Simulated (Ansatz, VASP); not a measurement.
## Cs2Br: VASP beside Ansatz

```
Cs Br
1.0
     5.12136    0.00000    0.00000
    -2.56068    4.43523    0.00000
     0.00000    0.00000    9.01109
Cs Br
2 1
Direct
  0.66667 0.33333 0.24130
  0.33333 0.66667 0.75870
  0.00000 0.00000 0.00000
```

Alike in both runs: functional PBE; dispersion D3(BJ); k mesh 12 × 12 × 6; occupations gaussian, width 0.1 eV; no spin polarisation.

Ansatz relaxed the structure, and its values are those at the end. VASP's run is a single point on that final structure, the one shown.

```csv
,VASP,Ansatz
version,VASP 6.6.1,Ansatz 0.2.0
potentials or method,"VASP PAW PBE potentials, release 64 (Cs_sv, Br), cutoff 520 eV","scalar-relativistic, plane waves, PAW"
valence electrons in the cell,25,25
```

```csv
,VASP,Ansatz,Ansatz less VASP
gap on the k mesh at the Fermi level (eV),none,none,-
pressure (GPa),0.0,0.0,-0.01
```

A gap of «none» marks a metal or a gap that the smearing closes.

Spin-orbit coupling is off throughout.
